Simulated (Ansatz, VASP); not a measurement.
## MoS2: VASP beside Ansatz

Contents of INCAR:

```
SYSTEM = MoS2
ALGO     = Normal         ! electronic algorithm
EDIFF    = 1E-6           ! SCF threshold, eV
ENCUT    = 520            ! plane-wave cutoff, eV
GGA      = PE             ! functional
ISIF     = 2              ! what is computed and relaxed
ISMEAR   = 0              ! smearing method
IVDW     = 12             ! dispersion correction
LASPH    = .TRUE.         ! aspherical terms in the spheres
LCHARG   = .TRUE.         ! write CHGCAR
LELF     = .TRUE.         ! ELF
LREAL    = .FALSE.        ! projectors in reciprocal space
LVHAR    = .TRUE.       
LWAVE    = .FALSE.        ! write WAVECAR
NBANDS   = 20             ! bands
NELM     = 60             ! most SCF steps
PREC     = Accurate       ! precision mode
SIGMA    = 0.05           ! smearing width, eV
```

The input KPOINTS:

```
k-points
0
G
  12 12 12
  0 0 0
```

POSCAR

```
MoS2
1.0
    1.5765748049      0.9102358880      5.1342000000
   -1.5765748049      0.9102358880      5.1342000000
    0.0000000000     -1.8204717761      5.1342000000
Mo S
1 2
Direct
    0.0000172156      0.0000172156      0.0000172156
    0.7535368444      0.7535368444      0.7535368444
    0.5797459400      0.5797459400      0.5797459400
```

Input for Ansatz:

```yaml
crystal:
  lattice:
    - [1.5765748049, 0.910235888, 5.1342]
    - [-1.5765748049, 0.910235888, 5.1342]
    - [0.0, -1.8204717761, 5.1342]
  atoms:
    - { symbol: Mo, position: [1.72156e-05, 1.72156e-05, 1.72156e-05] }
    - { symbol: S, position: [0.7535368444, 0.7535368444, 0.7535368444] }
    - { symbol: S, position: [0.57974594, 0.57974594, 0.57974594] }
basis:
  ecutwfc: 420
kpoints:
  mp_grid: { grid: [12, 12, 12] }
hamiltonian:
  xc: pbe
  pseudopotentials: { kind: paw, azcp: { folder: soft_1 } }
  dispersion: d3bj
scf:
  occupations: { method: gaussian, width: 0.05 }
output:
  forces: true
  stress: true
  eigenvalues: true
```

Alike in both runs: task single point; functional PBE; dispersion D3(BJ); k mesh 12 × 12 × 12; occupations gaussian, width 0.05 eV; no spin polarisation.

|  | VASP | Ansatz |
| --- | --- | --- |
| version | VASP 6.6.1 | Ansatz 0.2.0 |
| potentials or method | VASP PAW PBE potentials, release 64 (Mo_sv, S), cutoff 520 eV | scalar-relativistic, plane waves, PAW |
| valence electrons in the cell | 26 | 26 |

VASP gave:

```
gap on the k mesh at the Fermi level (eV) : none
rms of the force components (eV/Å)        : 2.274
```

Task: Estimate Ansatz's values.

Result: gap on the k mesh at the Fermi level (eV): none; rms of the force components (eV/Å): 2.290.

Atom by atom the forces differ by 0.017 eV/Å (rms over components). A gap of «none» marks a metal or a gap that the smearing closes.
